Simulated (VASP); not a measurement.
Input of a VASP 6.6.1 run:

File INCAR:

```
SYSTEM = Sn8O16F
PREC = Accurate
ENCUT = 520
EDIFF = 1E-6
ISMEAR = -1
SIGMA = 0.01
LREAL = Auto
LASPH = .TRUE.
NELM = 150
ALGO = Normal
ISIF = 2
LWAVE = .FALSE.
LCHARG = .TRUE.
ISPIN = 2
MAGMOM = 0 0 0 0 0 0 0 0 0 0.38 0.03 0 0.3 0 0.03 0 0.01 0 0 0.01 0 0.05 0 0 0.26
LORBIT = 11
NUPDOWN = 1.0
GGA = PE
LELF = .TRUE.
LVHAR = .TRUE.
NBANDS = 130
```

File KPOINTS:

```
Automatic mesh
0
Gamma
  1 1 1
  0.25 0.25 0.25
```

File POSCAR:

```
Sn8O16F
1.0
    4.8274600300      4.8274600300      0.0000000000
   -4.8274600300      4.8274600300      0.0000000000
    0.0000000000      0.0000000000      6.4759066800
Sn O F
8 16 1
Direct
   -0.0025030761      0.5066669604      0.2476527349
    0.5018273554     -0.0066290554      0.2482955792
   -0.0040426021      0.0090893554     -0.0039739609
    0.5033175800      0.4906697280     -0.0042638045
   -0.0026244650      0.5064028464      0.7435083978
    0.5019808522     -0.0068819834      0.7441412050
   -0.0041506299      0.0039652322      0.4959615941
    0.5034962454      0.4957944727      0.4957747476
   -0.0040024153      0.8136495125      0.2467489232
    0.5218577646      0.3012144049      0.2510375891
   -0.0216682270      0.1986084802      0.2509125101
    0.5038381436      0.6863900435      0.2464643298
    0.3064863284     -0.0539611925     -0.0031785511
    0.8099728378      0.5035707152     -0.0042285971
    0.1927958998      0.5538526437     -0.0050135065
    0.6893424242     -0.0037829417     -0.0039279442
   -0.0044473698      0.8134452643      0.7452977998
    0.5211237347      0.3011420066      0.7408147209
   -0.0224809733      0.1985884904      0.7407616010
    0.5032504640      0.6861089433      0.7450300380
    0.3041592247      0.0040684956      0.4963550525
    0.8088224399      0.5144962329      0.4956777728
    0.1951976804      0.4957004274      0.4954331738
    0.6905229622     -0.0147139489      0.4961533819
    0.2497786605      0.2499193142     -0.0042012650
```

Potentials or basis: VASP PAW PBE potentials, release 64 (Sn_d, O, F).

Command:

```console
$ cat potpaw_PBE.64/Sn_d/POTCAR potpaw_PBE.64/O/POTCAR potpaw_PBE.64/F/POTCAR > POTCAR
$ mpirun -np 1 vasp_std > vasp.out
```

(1) Predict the largest force.

(2) Predict the pressure.

## Answers

(1) 0.052 eV/Å.

(2) 3.2 GPa.

Caveat: the k points lie up to 0.49 Å⁻¹ apart; the total moment is fixed, so each spin has its own Fermi level and the state may be an excited one.
